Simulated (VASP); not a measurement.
Wanted: the native input for a VASP 6.6.1 run.

```yaml
Task: single point
Functional: PBEsol
Potentials_or_basis: VASP PAW PBE potentials, release 64 (Bi_d, Te)
Cutoff: 520 eV
k_mesh: 9 × 9 × 9
Occupations: gaussian, width 0.01 eV
Spin: no spin polarisation
Dipole_correction: no
Further_INCAR_settings: ALGO = Normal; EDIFF = 1e-06; NBANDS = 32
```

The structure of Bi2Te3 lies in POSCAR:

```
Bi2Te3
1.0
    2.1911539061      1.2650632975     10.0979999607
   -2.1911539061      1.2650632975     10.0979999607
    0.0000000000     -2.5301265951     10.0979999607
Bi Te
2 3
Direct
    0.3998738130      0.3998738130      0.3998738130
    0.6001261870      0.6001261870      0.6001261870
    0.0000000000      0.0000000000      0.0000000000
    0.2099474874      0.2099474874      0.2099474874
    0.7900525126      0.7900525126      0.7900525126
```

The input as run:

INCAR

```
SYSTEM = Bi2Te3
PREC = Accurate ; ENCUT = 520
EDIFF = 1E-6 ; ISMEAR = 0
SIGMA = 0.01 ; LREAL = .False.
LASPH = .True. ; NELM = 100
ALGO = Normal ; ISIF = 2
LWAVE = .False. ; LCHARG = .False.
GGA = PS ; NBANDS = 32
```

KPOINTS

```
Automatic mesh
0
Gamma
  9 9 9
  0 0 0
```

Potentials or basis: VASP PAW PBE potentials, release 64 (Bi_d, Te).

Command:

```sh
$ cat potpaw_PBE.64/Bi_d/POTCAR potpaw_PBE.64/Te/POTCAR > POTCAR
$ mpirun -np 1 vasp_std > vasp.out
```

It gave:

```yaml
Pressure: 0.0 GPa
Largest_force: 0.018 eV/Å
Band_gap_on_the_k_mesh: 0.20 eV
```

Caveat: the PAW data sets were made with another functional, which shifts forces and pressure a little; spin-orbit coupling is left out, which moves the levels of the heavy elements.

It took 61 min on 1 thread of Oxide Virtual Turin-like Processor, with other jobs on the host, peak memory 1.1 GiB.
